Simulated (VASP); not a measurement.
Write the native input for VASP 6.6.1 that does the following.

- Task: single point
- Functional: PBE
- Potentials or basis: VASP PAW PBE potentials, release 64 (F, Na_pv)
- Cutoff: 520 eV
- k mesh: 9 × 9 × 9
- Occupations: fermi-dirac, width 0.1 eV
- Spin: no spin polarisation
- Dipole correction: no
- Further INCAR settings: ALGO = Normal; EDIFF = 1e-06; NBANDS = 14

The structure of NaF lies in POSCAR:

```
NaF
1.0
    0.0000000000      2.3526845600      2.3526845600
    2.3526845600      0.0000000000      2.3526845600
    2.3526845600      2.3526845600      0.0000000000
F Na
1 1
Direct
    0.5000000000      0.5000000000      0.5000000000
    0.0000000000      0.0000000000      0.0000000000
```

The input as run:

INCAR

```
PREC = Accurate
ENCUT = 520
EDIFF = 1E-6
ISMEAR = -1
SIGMA = 0.1
LREAL = False
LASPH = True
NELM = 100
ALGO = Normal
ISIF = 2
LWAVE = False
LCHARG = True
GGA = PE
LELF = True
LVHAR = True
NBANDS = 14
```

KPOINTS

```
Automatic mesh
0
Gamma
  9 9 9
```

Potentials or basis: VASP PAW PBE potentials, release 64 (F, Na_pv).

The run is started by

```bash
$ cat potpaw_PBE.64/F/POTCAR potpaw_PBE.64/Na_pv/POTCAR > POTCAR
$ mpirun -np 1 vasp_std > vasp.out
```

It gave:

```yaml
Pressure: -0.3 GPa
Band_gap_on_the_k_mesh: 6.06 eV
```

Caveat: an odd mesh through Γ misses points on the zone boundary, where band edges can lie.

Run time: 21 s on 1 thread of Intel Xeon 8259CL (shared host), peak memory 0.15 GiB.
